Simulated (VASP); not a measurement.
Here is a VASP 6.6.1 calculation.

File INCAR:

```
SYSTEM = KBe3Zn
ALGO = Normal
EDIFF = 1E-7
EDIFFG = -0.01
ENCUT = 600
GGA = PE
IBRION = 2
ISIF = 3
ISMEAR = 0
LASPH = .True.
LCHARG = .False.
LREAL = .False.
LWAVE = .False.
NELM = 100
NSW = 100
PREC = Accurate
SIGMA = 0.1
```

KPOINTS

```
k-points
0
Gamma
  8 8 8
  0 0 0
```

Contents of POSCAR:

```
KBe3Zn
1.0
    4.4231962874      0.0000000000      0.0000000000
    0.0000000000      4.4231962874      0.0000000000
    0.0000000000      0.0000000000      4.4231962874
K Be Zn
1 3 1
Direct
    0.0000000000      0.0000000000      0.0000000000
    0.0000000000      0.5000000000      0.5000000000
    0.5000000000      0.5000000000      0.0000000000
    0.5000000000      0.0000000000      0.5000000000
    0.5000000000      0.5000000000      0.5000000000
```

Potentials or basis: VASP PAW PBE potentials, release 64 (K_sv, Be, Zn).

Run with:

```bash
$ cat potpaw_PBE.64/K_sv/POTCAR potpaw_PBE.64/Be/POTCAR potpaw_PBE.64/Zn/POTCAR > POTCAR
$ mpirun -np 1 vasp_std > vasp.out
```

**Question.** Predict the band gap on the k mesh.

**Answer.** Zero (an odd number of electrons rules out a gap without spin polarisation).

**Question.** Predict the relaxed volume.

**Answer.** 17.50 Å³/atom.

**Question.** Predict the space group after relaxing (to 0.1 Å).

**Answer.** Pm-3m (No. 221).

**Question.** Predict the relaxed cell.

**Answer.** a = 4.439 Å, b = 4.439 Å, c = 4.439 Å, α = 90.00°, β = 90.00°, γ = 90.00°.

Final structure:
```
CELL_PARAMETERS angstrom
4.43932 0.00000 0.00000
0.00000 4.43932 0.00000
0.00000 0.00000 4.43932
ATOMIC_POSITIONS crystal
K 0.00000 0.00000 0.00000
Be 0.00000 0.50000 0.50000
Be 0.50000 0.50000 0.00000
Be 0.50000 0.00000 0.50000
Zn 0.50000 0.50000 0.50000
```
